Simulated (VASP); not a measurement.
## MnSb: single point with PBE

MnSb:

```
CELL_PARAMETERS angstrom
0.00000 2.79502 2.79502
2.79502 0.00000 2.79502
2.79502 2.79502 0.00000
ATOMIC_POSITIONS crystal
Sb 0.50000 0.50000 0.50000
Mn 0.00000 0.00000 0.00000
```

```json
{
 "Program": "VASP 6.6.1",
 "Task": "single point",
 "Functional": "PBE",
 "Potentials or basis": "VASP PAW PBE potentials, release 64 (Sb_d_GW, Mn_sv)",
 "Cutoff": "680 eV",
 "k mesh": "7 × 7 × 7",
 "Occupations": "fermi-dirac, width 0.05 eV",
 "Spin": "collinear spin, ferromagnetic start",
 "Starting moments": "[0.0, 3.0] μB",
 "Fixed moment": "3 μB",
 "Dipole correction": "no",
 "Further INCAR settings": "ALGO = Normal; EDIFF = 1e-06; NBANDS = 26"
}
```

```yaml
Pressure: -5.1 GPa
Net_moment: 3.00 μB per cell
Site_moments: Sb -0.22; Mn +3.08 μB
Valence_electrons_inside_the_program's_atomic_spheres: Sb 12.77; Mn 12.90
```

Wall time 54 s on 1 thread of Intel(R) Xeon(R) 6975P-C (Granite Rapids) (shared host), peak memory 0.28 GiB.

Caveat: the cell stands under tension; the total moment is fixed, so each spin has its own Fermi level and the state may be an excited one; a cell with one magnetic atom can't hold antiferromagnetic order, which such compounds often take.
